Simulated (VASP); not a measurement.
# NbAs: relaxation of cell and atoms with PBEsol

Crystal: NbAs.

```
CELL_PARAMETERS angstrom
3.31376 0.00000 0.00000
-1.65688 2.86980 0.00000
0.00000 0.00000 8.36509
ATOMIC_POSITIONS crystal
Nb 0.33333 0.66667 0.04275
Nb 0.66667 0.33333 0.54275
As 0.33333 0.66667 0.34225
As 0.66667 0.33333 0.84225
```

```json
{
 "Program": "VASP 6.6.1",
 "Task": "relaxation of cell and atoms",
 "Functional": "PBEsol",
 "Potentials or basis": "VASP PAW PBE potentials, release 64 (Nb_sv, As)",
 "Cutoff": "600 eV",
 "k mesh": "12 × 12 × 6",
 "Occupations": "gaussian, width 0.1 eV",
 "Spin": "no spin polarisation",
 "Dipole correction": "no",
 "Further INCAR settings": "ALGO = Normal; EDIFF = 1e-07; IBRION = 2; EDIFFG = -0.01; NSW = 80; ISIF = 3"
}
```

```yaml
Relaxed_volume: 19.79 Å³/atom
Relaxed_cell: a = 3.293 Å, b = 3.293 Å, c = 8.430 Å, α = 90.00°, β = 90.00°, γ = 120.00°
Space_group_after_relaxing_to_0.1_Å: P6_3mc (No. 186)
Energy_gained_by_relaxing: 0.5 meV/atom
Ionic_steps: 7
Pressure_after_relaxing: 0.0 GPa
Band_gap_on_the_k_mesh: zero (bands 18 and 19 overlap by 0.24 eV)
```

The path:
| step | energy change (eV) | largest force (eV/Å) | pressure (GPa) | volume (Å³) |
| --- | --- | --- | --- | --- |
| 1 | 0.0000 | 0.0392 | 0.32 | 79.55 |
| 2 | -0.0002 | 0.0098 | -0.80 | 80.00 |
| 3 | -0.0008 | 0.0126 | -0.29 | 79.80 |
| 4 | -0.0016 | 0.0258 | -0.18 | 79.57 |
| 5 | -0.0021 | 0.0450 | 0.00 | 79.23 |
| 6 | -0.0021 | 0.0443 | 0.00 | 79.11 |
| 7 | -0.0022 | 0.0010 | 0.00 | 79.17 |

Final structure:
```yaml
crystal:
  lattice:
    - [3.29301, 0.00000, 0.00000]
    - [-1.64651, 2.85183, 0.00000]
    - [0.00000, 0.00000, 8.42999]
  atoms:
    - { symbol: Nb, position: [0.33333, 0.66667, 0.04342] }
    - { symbol: Nb, position: [0.66667, 0.33333, 0.54342] }
    - { symbol: As, position: [0.33333, 0.66667, 0.34158] }
    - { symbol: As, position: [0.66667, 0.33333, 0.84158] }
```

Levels at points of the mesh, in eV from the Fermi level:
```tsv
k point	band 14	band 15	band 16	band 17	band 18	band 19	band 20	band 21	band 22
(0.00, 0.00, 0.00)	-0.80	-0.80	-0.51	-0.51	-0.43	0.85	0.85	1.48	1.48
(0.50, 0.00, 0.00)	-3.01	-1.72	-1.55	-0.35	-0.26	0.24	1.22	2.38	3.21
(0.00, 0.00, 0.50)	-0.79	-0.66	-0.66	-0.66	-0.66	1.12	1.12	1.12	1.12
(0.50, 0.00, 0.50)	-3.21	-1.28	-1.28	-1.06	-1.06	1.16	1.16	3.17	3.17
```

It took 30 min on 1 thread of Intel Xeon 8259CL (shared host), peak memory 0.34 GiB.

Caveat: the PAW data sets were made with another functional, which shifts forces and pressure a little.
